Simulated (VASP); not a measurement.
Here is a VASP 6.6.1 calculation.

The input INCAR:

```
ALGO = Normal
EDIFF = 1E-6
ENCUT = 520
GGA = PE
ISIF = 2
ISMEAR = 0
LASPH = True
LCHARG = False
LREAL = False
LWAVE = False
NBANDS = 33
NELM = 100
PREC = Accurate
SIGMA = 0.05
```

The input KPOINTS:

```
k-points
0
Gamma
  6 6 10
```

File POSCAR:

```
TiO2
1.0
    4.6048595979      0.0000000000      0.0000000000
    0.0000000000      4.6048595979      0.0000000000
    0.0000000000      0.0000000000      2.9392636202
Ti O
2 4
Direct
    0.0000000000      0.0000000000      0.0196221979
    0.5000000000      0.5000000000      0.5196221979
    0.3050970583      0.3050970583     -0.0293535767
    0.1949029417      0.8050970583      0.4706464233
    0.6949029417      0.6949029417     -0.0293535767
    0.8050970583      0.1949029417      0.4706464233
```

Potentials or basis: VASP PAW PBE potentials, release 64 (Ti_sv, O).

The run is started by

```console
$ cat potpaw_PBE.64/Ti_sv/POTCAR potpaw_PBE.64/O/POTCAR > POTCAR
$ mpirun -np 1 vasp_std > vasp.out
```

(1) What does it give for the largest force?

(2) Predict the pressure.

Results:

(1) 0.491 eV/Å.

(2) 9.8 GPa.

Caveat: the cell differs from its parent crystal (atoms displaced along a vibrational mode, the cell strained); the cell stands under pressure.
